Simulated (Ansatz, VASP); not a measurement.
**One calculation of LiTaBe2N3, two programs**

```
Li Ta Be N
1.0
     4.19591    0.00000    0.00000
    -2.09796    3.63377    0.00000
     0.00000    0.00000    5.22085
Li Ta Be N
1 1 2 3
Direct
  0.00000 0.00000 0.00000
  0.00000 0.00000 0.50000
  0.33333 0.66667 0.00000
  0.66667 0.33333 0.00000
  0.50000 0.00000 0.50000
  0.00000 0.50000 0.50000
  0.50000 0.50000 0.50000
```

Alike in both runs: functional PBE; k mesh 3 × 3 × 3; occupations gaussian, width 0.15 eV; no spin polarisation.

Ansatz relaxed the structure, and its values are those at the end. VASP's run is a single point on that final structure, the one shown.

|  | VASP | Ansatz |
| --- | --- | --- |
| version | VASP 6.6.1 | Ansatz 0.2.0 |
| potentials or method | VASP PAW PBE potentials, release 64 (Li_sv, Ta_pv, Be, N), cutoff 750 eV | scalar-relativistic, plane waves, PAW |
| valence electrons in the cell | 33 | 35 |

|  | VASP | Ansatz | Ansatz less VASP |
| --- | --- | --- | --- |
| gap on the k mesh at the Fermi level (eV) | none | none | - |
| pressure (GPa) | 0.5 | 0.3 | -0.21 |

A gap of «none» marks a metal or a gap that the smearing closes. The functional is the same, so the differences come from potentials, cutoffs and numerics. VASP's potentials hold 33 valence electrons a cell and Ansatz's 35, so a difference there can come from the potentials and not from the codes.

The k mesh is coarse, so the values compare programs but aren't converged. Neither program's run includes spin-orbit coupling.
